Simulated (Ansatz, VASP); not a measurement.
**One calculation of Rb, two programs**

File INCAR:

```
PREC = Accurate
ENCUT = 600
EDIFF = 1E-7
ISMEAR = 0
SIGMA = 0.1
LREAL = F
LASPH = T
NELM = 80
ALGO = Normal
ISIF = 3
LWAVE = F
LCHARG = F
GGA = CA
IBRION = 2
NSW = 100
EDIFFG = -0.002
```

The input KPOINTS:

```
Automatic mesh
0
Gamma
  10 10 10
```

File POSCAR:

```
Rb
1.0
   -2.8025000000      2.8025000000      2.8025000000
    2.8025000000     -2.8025000000      2.8025000000
    2.8025000000      2.8025000000     -2.8025000000
Rb
1
Direct
    0.0000000000      0.0000000000      0.0000000000
```

Input for Ansatz:

```yaml
crystal:
  lattice:
    - [-2.8025, 2.8025, 2.8025]
    - [2.8025, -2.8025, 2.8025]
    - [2.8025, 2.8025, -2.8025]
  atoms:
    - { symbol: Rb, position: [0.0, 0.0, 0.0] }
basis:
  ecutwfc: 420
kpoints:
  mp_grid: { grid: [10, 10, 10] }
hamiltonian:
  xc: lda
  pseudopotentials: { kind: paw }
scf:
  occupations: { method: gaussian, width: 0.1 }
output:
  forces: true
  stress: true
  eigenvalues: true
  write_density: true
  write_potential: true
  elf: true
  volumetric_format: npy
relax:
  adjacent_minimum: "off"
  f_tol: 0.002
  max_steps: 80
  cell: { stress_tol: 0.02 }
```

Alike in both runs: task relaxation of cell and atoms; functional LDA; k mesh 10 × 10 × 10; occupations gaussian, width 0.1 eV; no spin polarisation.

|  | VASP | Ansatz |
| --- | --- | --- |
| version | VASP 6.6.1 | Ansatz 0.2.0 |
| potentials or method | VASP PAW LDA potentials, release 64 (Rb_sv), cutoff 600 eV | scalar-relativistic, plane waves, PAW |
| valence electrons in the cell | 9 | 9 |

```tsv
	VASP	Ansatz	Ansatz less VASP
gap on the k mesh at the Fermi level, each at its own relaxed structure (eV)	none	none	-
relaxed volume (Å³/atom)	77.92	77.90	-0.021
relaxed length of the cell vector where the two differ most in proportion (Å)	4.660	4.660	-0.0004
```

LDA's correlation is that of Perdew and Zunger in VASP and of Perdew and Wang (1992) in Ansatz. A gap of «none» marks a metal or a gap that the smearing closes.
